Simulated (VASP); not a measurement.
A run of VASP 6.6.1 is set up as follows.

INCAR

```
SYSTEM = W
PREC = Accurate ; ENCUT = 520
EDIFF = 1E-6 ; ISMEAR = 0
SIGMA = 0.15 ; LREAL = .FALSE.
LASPH = .TRUE. ; NELM = 100
ALGO = Fast ; ISIF = 2
LWAVE = .FALSE. ; LCHARG = .FALSE.
NBANDS = 13
```

The input KPOINTS:

```
Automatic mesh
0
G
  20 20 20
  0 0 0
```

POSCAR

```
W
1.0
   -1.6621627142      1.5523972520      1.5523972520
    1.5523972520     -1.6621627142      1.5523972520
    1.5523972520      1.5523972520     -1.6621627142
W
1
Direct
    0.0000000000      0.0000000000      0.0000000000
```

Potentials or basis: VASP PAW LDA potentials, release 64 (W_sv).

Run with:

```console
$ cat potpaw_LDA.64/W_sv/POTCAR > POTCAR
$ mpirun -np 1 vasp_std > vasp.out
```

Estimate the pressure.

18.0 GPa.

Predict the band gap on the k mesh.

zero (bands 7 and 8 overlap by 5.94 eV).

Stress tensor (GPa, compression positive):
```
18.00 16.55 16.55
16.55 18.00 16.55
16.55 16.55 18.00
```

Caveat: the cell stands under pressure; spin-orbit coupling is left out, which moves the levels of the heavy elements.
